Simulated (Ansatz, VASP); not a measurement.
Two plane-wave programs on Si

```xyz
8
Lattice="-3.2983 3.2983 3.4612 3.2983 -3.2983 3.4612 3.2983 3.2983 -3.4612" Properties=species:S:1:pos:R:3 pbc="T T T"
Si    0.6755    0.6755    0.7088
Si   -0.6755    2.6228    0.7088
Si    0.6755   -0.6755    2.7524
Si    2.6228    0.6755   -0.7088
Si    2.6228    2.6228    2.7524
Si    0.6755    3.9738   -0.7088
Si   -0.6755    0.6755    4.1701
Si    3.9738   -0.6755    0.7088
```

Alike in both runs: task single point; functional PBEsol; k mesh 10 × 10 × 10; occupations gaussian, width 0.15 eV; no spin polarisation.

```csv
,VASP,Ansatz
version,VASP 6.6.1,Ansatz 0.2.0
potentials or method,"VASP PAW PBE potentials, release 64 (Si), cutoff 520 eV","scalar-relativistic, plane waves, PAW"
valence electrons in the cell,32,32
```

Ansatz gave:

| Quantity | Value |
| --- | --- |
| gap on the k mesh at the Fermi level (eV) | none |
| pressure (GPa) | -4.2 |
| traceless stress, the component that is largest in VASP (GPa) | -4.47 |
| rms of the force components (eV/Å) | 0.180 |

Which values does VASP return?

gap on the k mesh at the Fermi level (eV): none; pressure (GPa): -4.1; traceless stress, the component that is largest in VASP (GPa): -4.48; rms of the force components (eV/Å): 0.178.

VASP's potentials were made for PBE, not for PBEsol, and Ansatz warns of the same on its side. Atom by atom the forces differ by 0.006 eV/Å (rms over components). A gap of «none» marks a metal or a gap that the smearing closes.
